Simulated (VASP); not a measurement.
# HfC (R-3m) in VASP: a series of runs, part 2 of 2

VASP 6.6.1.

## Step 4: Single point, PBE

This run uses another cell than the first one, of the same volume but with other edges.

Contents of INCAR:

```
SYSTEM = HfC
ALGO = Normal ; EDIFF = 1E-7
ENCUT = 520 ; GGA = PE
ISIF = 2 ; ISMEAR = 0
LASPH = .TRUE. ; LCHARG = .TRUE.
LELF = .TRUE. ; LREAL = .FALSE.
LVHAR = .TRUE. ; LWAVE = .FALSE.
NBANDS = 14 ; NELM = 80
PREC = Accurate ; SIGMA = 0.15
```

Contents of KPOINTS:

```
k-points
0
G
  20 20 20
  0 0 0
```

Contents of POSCAR:

```
HfC
1.0
    0.5667295406      2.6401302987      2.6401302987
    2.6401302987      0.5667295406      2.6401302987
    2.6401302987      2.6401302987      0.5667295406
Hf C
1 1
Direct
    0.5000000000      0.5000000000      0.5000000000
    0.0000000000      0.0000000000      0.0000000000
```

Potentials or basis: VASP PAW PBE potentials, release 64 (Hf_pv, C).

Command:

```
$ cat potpaw_PBE.64/Hf_pv/POTCAR potpaw_PBE.64/C/POTCAR > POTCAR
$ mpirun -np 1 vasp_std > vasp.out
```

OUTCAR:

```text
SYSTEM = HfC
   EDIFF = 1E-7
   ENCUT = 520
   GGA = PE
   ISIF = 2
   ISMEAR = 0
   LASPH = .TRUE.
   LREAL = .FALSE.
   NELM = 80
   PREC = Accurate

 ion  position               nearest neighbor table
   1  0.500  0.500  0.500-   2 2.39   2 2.39   2 2.39   2 2.39   2 2.39   2 2.39
   2  0.000  0.000  0.000-   1 2.39   1 2.39   1 2.39   1 2.39   1 2.39   1 2.39

  LATTYP: Found a trigonal (rhomboedric) cell.
 ALAT       =     3.7764743294
 COS(alpha) =     0.6985651702

  Lattice vectors:

 A1 = (   0.5667295406,   2.6401302987,   2.6401302987)
 A2 = (   2.6401302987,   0.5667295406,   2.6401302987)
 A3 = (   2.6401302987,   2.6401302987,   0.5667295406)

Analysis of symmetry for initial positions (statically):
=====================================================================
 Subroutine PRICEL returns:
 Original cell was already a primitive cell.

 Routine SETGRP: Setting up the symmetry group for a
 trigonal (rhombohedral) supercell.

 Subroutine GETGRP returns: Found 12 space group operations
 (whereof 12 operations were pure point group operations)
 out of a pool of 12 trial point group operations.

The static configuration has the point symmetry D_3d.
[... 176 lines left out ...]
      7       7.8755      0.00000
      8       7.8755      0.00000
      9       8.3038      0.00000
     10       8.3038      0.00000
     11      10.9421      0.00000
     12      10.9421      0.00000
     13      14.3830      0.00000
     14      17.7951      0.00000
[... 377 lines left out ...]
      1     -24.5457      2.00000
      2     -23.7402      2.00000
      3     -23.6708      2.00000
      4      -3.3672      2.00000
      5       1.5296      2.00000
      6       1.8374      2.00000
      7       5.0080      2.00000
      8       6.8050      0.00005
      9       9.9982      0.00000
     10      12.8485      0.00000
     11      14.8007      0.00000
     12      16.0090      0.00000
     13      16.3034      0.00000
     14      18.7788      0.00000

 [... further k-points ...]

------------------------ aborting loop because EDIFF is reached ----------------------------------------

  FORCE on cell =-STRESS in cart. coord.  units (eV):
  Direction    XX          YY          ZZ          XY          YZ          ZX
  --------------------------------------------------------------------------------------
  -------------------------------------------------------------------------------------
  Total        0.4926638      0.4926638      0.4926638     -5.8006680     -5.8006680     -5.8006680
  in kB       31.4023647     31.4023647     31.4023647   -369.7342878   -369.7342878   -369.7342878
  external PRESSURE =      31.4023647 kB  Pullay stress =       0.0000000 kB

 VOLUME and BASIS-vectors are now :
 -----------------------------------------------------------------------------
  energy-cutoff  :      520.00
  volume of cell :       25.14
      direct lattice vectors                 reciprocal lattice vectors
     0.566729541  2.640130299  2.640130299    -0.264523563  0.217775865  0.217775865
     2.640130299  0.566729541  2.640130299     0.217775865 -0.264523563  0.217775865
     2.640130299  2.640130299  0.566729541     0.217775865  0.217775865 -0.264523563

 POSITION                                       TOTAL-FORCE (eV/Angst)
 -----------------------------------------------------------------------------------
      2.92350      2.92350      2.92350         0.000000      0.000000     -0.000000
      0.00000      0.00000      0.00000        -0.000000     -0.000000      0.000000
 -----------------------------------------------------------------------------------
    total drift:                                0.000000      0.000000      0.000000

  FREE ENERGIE OF THE ION-ELECTRON SYSTEM (eV)
  ---------------------------------------------------
  free  energy   TOTEN  =       -18.8395924002 eV

  energy  without entropy=      -18.8316780378  energy(sigma->0) =      -18.83563522
```

stdout:

```text
POSCAR found type information on POSCAR HfC
 POSCAR found :  2 types and       2 ions
 scaLAPACK will be used
 LDA part: xc-table for (Slater+PW92), standard interpolation
 POSCAR, INCAR and KPOINTS ok, starting setup
 FFT: planning ... GRIDC
 FFT: planning ... GRID_SOFT
 FFT: planning ... GRID
 WAVECAR not read
 entering main loop
```

Run time: 7.5 min. Hardware: 1 thread of Intel Xeon 8259CL, shared host; peak memory 0.41 GiB.

Results:

```yaml
Free_energy: -18.8396 eV
Pressure: 3.1 GPa
Band_gap_on_the_k_mesh: zero (bands 7 and 8 overlap by 2.06 eV)
```

Levels at points of the mesh, in eV from the Fermi level:
| k point | band 5 | band 6 | band 7 | band 8 | band 9 | band 10 |
| --- | --- | --- | --- | --- | --- | --- |
| (0.00, 0.00, 0.00) | -2.51 | -1.10 | 1.50 | 1.50 | 1.93 | 1.93 |
| (0.50, 0.00, 0.00) | -6.24 | -5.03 | -1.59 | 0.47 | 6.02 | 7.61 |
| (0.50, 0.50, 0.00) | -3.31 | -2.78 | -1.10 | 0.74 | 3.89 | 4.32 |
| (0.50, 0.50, 0.50) | -7.16 | -0.92 | -0.92 | 2.05 | 3.83 | 3.83 |

Caveat: the cell stands under pressure; spin-orbit coupling is left out, which moves the levels of the heavy elements.

## Step 5: The runs side by side

| cell | gap on the mesh (eV) | pressure (GPa) |
| --- | --- | --- |
| a = 4.520 Å, angles 33.6°, 2 atoms | none | 16.0 |
| a = 3.016 Å, angles 75.3°, 2 atoms | none | -2.4 |
| a = 3.776 Å, angles 45.7°, 2 atoms | none | 3.1 |

Alike in all rows: task single point; level PBE; potentials or basis VASP PAW PBE potentials, release 64 (Hf_pv, C); no spin polarisation; k mesh 20 × 20 × 20; cutoff (eV) 520; smearing gaussian 0.15 eV.

Caveats: spin-orbit coupling is left out, which moves the levels of the heavy elements; the cell stands under pressure (at least some runs).

Absolute energies hang on the potentials; compare differences alone.
